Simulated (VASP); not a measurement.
Here is a VASP 6.6.1 calculation.

INCAR

```
SYSTEM = Mg
PREC     = Accurate       ! precision mode
ENCUT    = 600            ! plane-wave cutoff, eV
EDIFF    = 1E-6           ! SCF threshold, eV
ISMEAR   = 0              ! smearing method
SIGMA    = 0.1            ! smearing width, eV
LREAL    = .False.        ! projectors in reciprocal space
LASPH    = .True.         ! aspherical terms in the spheres
NELM     = 120            ! most SCF steps
ALGO     = Normal         ! electronic algorithm
ISIF     = 2              ! what is computed and relaxed
LWAVE    = .False.        ! write WAVECAR
LCHARG   = .False.        ! write CHGCAR
GGA      = PE             ! functional
NBANDS   = 7              ! bands
GGA_COMPAT= .False.
```

The input KPOINTS:

```
regular mesh
0
Gamma
  18 18 18
  0 0 0
```

POSCAR

```
Mg
1.0
    3.0204958764      0.0000000000      0.0000000000
    0.0000000000      3.0204958764      0.0000000000
    0.0000000000      0.0000000000      3.0204958764
Mg
1
Direct
    0.0000000000      0.0000000000      0.0000000000
```

Potentials or basis: VASP PAW PBE potentials, release 64 (Mg).

Command:

```console
$ cat potpaw_PBE.64/Mg/POTCAR > POTCAR
$ mpirun -np 1 vasp_std > vasp.out
```

(1) Estimate the band gap on the k mesh.

(2) What does it give for the pressure?

Results:

(1) zero (bands 1 and 2 overlap by 6.43 eV).

(2) -0.1 GPa.
